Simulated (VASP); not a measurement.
A run of VASP 6.6.1 is set up as follows.

The input INCAR:

```
ALGO = Normal ; EDIFF = 1E-6
ENCUT = 600 ; GGA_COMPAT = False
ISIF = 2 ; ISMEAR = 0
LASPH = True ; LCHARG = True
LELF = True ; LREAL = False
LVHAR = True ; LWAVE = False
NBANDS = 15 ; NELM = 120
PREC = Accurate ; SIGMA = 0.02
```

KPOINTS

```
k-points
0
Gamma
  8 8 8
```

The input POSCAR:

```
BaO
1.0
    0.0000000000      2.7171112972      2.7171112972
    2.7171112972      0.0000000000      2.7171112972
    2.7171112972      2.7171112972      0.0000000000
Ba O
1 1
Direct
    0.0000000000      0.0000000000      0.0000000000
    0.5000000000      0.5000000000      0.5000000000
```

Potentials or basis: VASP PAW LDA potentials, release 64 (Ba_sv, O).

Launch:

```sh
$ cat potpaw_LDA.64/Ba_sv/POTCAR potpaw_LDA.64/O/POTCAR > POTCAR
$ mpirun -np 1 vasp_std > vasp.out
```

Q: What does it give for the pressure?

A: 2.2 GPa.

Q: What does it give for the band gap on the k mesh?

A: 1.60 eV, direct.

Caveat: spin-orbit coupling is left out, which moves the levels of the heavy elements. A k mesh can miss the band edges.
